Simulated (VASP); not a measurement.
Here is a VASP 6.6.1 calculation.

INCAR

```
ALGO     = Normal         # electronic algorithm
EDIFF    = 1E-6           # SCF threshold, eV
ENCUT    = 520            # plane-wave cutoff, eV
GGA      = PS             # functional
ISIF     = 2              # what is computed and relaxed
ISMEAR   = -1             # smearing method
LASPH    = True           # aspherical terms in the spheres
LCHARG   = False          # write CHGCAR
LREAL    = False          # projectors in reciprocal space
LWAVE    = False          # write WAVECAR
NBANDS   = 30             # bands
NELM     = 100            # most SCF steps
PREC     = Accurate       # precision mode
SIGMA    = 0.01           # smearing width, eV
```

Contents of KPOINTS:

```
k-points
0
Gamma
  5 5 5
```

Contents of POSCAR:

```
In3Sb
1.0
    4.3562314846      0.0000000000      0.0000000000
    0.0000000000      4.3562314846      0.0000000000
    0.0000000000      0.0000000000      4.3562314846
Sb In
1 3
Direct
    0.0000000000      0.0000000000      0.0000000000
    0.0000000000      0.5000000000      0.5000000000
    0.5000000000      0.0000000000      0.5000000000
    0.5000000000      0.5000000000      0.0000000000
```

Potentials or basis: VASP PAW PBE potentials, release 64 (Sb, In_d).

Launch:

```bash
$ cat potpaw_PBE.64/Sb/POTCAR potpaw_PBE.64/In_d/POTCAR > POTCAR
$ mpirun -np 1 vasp_std > vasp.out
```

Q: What does it give for the pressure?

A: 20.1 GPa.

Q: Predict the band gap on the k mesh.

A: Zero (bands 22 and 23 overlap by 3.22 eV).

Caveat: the cell stands under pressure; the PAW data sets were made with another functional, which shifts forces and pressure a little; spin-orbit coupling is left out, which moves the levels of the heavy elements.
